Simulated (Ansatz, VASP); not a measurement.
**Two plane-wave programs on CdS**

```xyz
2
Lattice="0.0000 2.7269 2.7269 2.7269 0.0000 2.7269 2.7269 2.7269 0.0000" Properties=species:S:1:pos:R:3 pbc="T T T"
Cd    0.0579    0.0232    0.0000
S     2.5239    2.6457    2.7269
```

Change from the starting cell: mode 4 frozen in at -0.203 Å and mode 5 at -0.081 Å (largest displacements).

Alike in both runs: task single point; functional r2SCAN; k mesh 8 × 8 × 8; occupations gaussian, width 0.05 eV; no spin polarisation.

|  | VASP | Ansatz |
| --- | --- | --- |
| version | VASP 6.6.1 | Ansatz 0.2.0 |
| potentials or method | VASP PAW PBE potentials, release 64 (Cd, S), cutoff 520 eV | scalar-relativistic, plane waves, PAW |
| valence electrons in the cell | 18 | 26 |

|  | VASP | Ansatz | Ansatz less VASP |
| --- | --- | --- | --- |
| gap on the k mesh at the Fermi level (eV) | 0.87 | 0.90 | +0.026 |
| least direct gap on the mesh (eV) | 2.23 | 2.26 | +0.032 |
| pressure (GPa) | 2.9 | 2.4 | -0.51 |
| traceless stress, the component that is largest in VASP (GPa) | 4.64 | 4.53 | -0.110 |
| rms of the force components (eV/Å) | 0.452 | 0.436 | -0.0160 |

VASP's potentials were made for PBE, not for r2SCAN. Atom by atom the forces differ by 0.016 eV/Å (rms over components). VASP's potentials hold 18 valence electrons a cell and Ansatz's 26, so a difference there can come from the potentials and not from the codes.
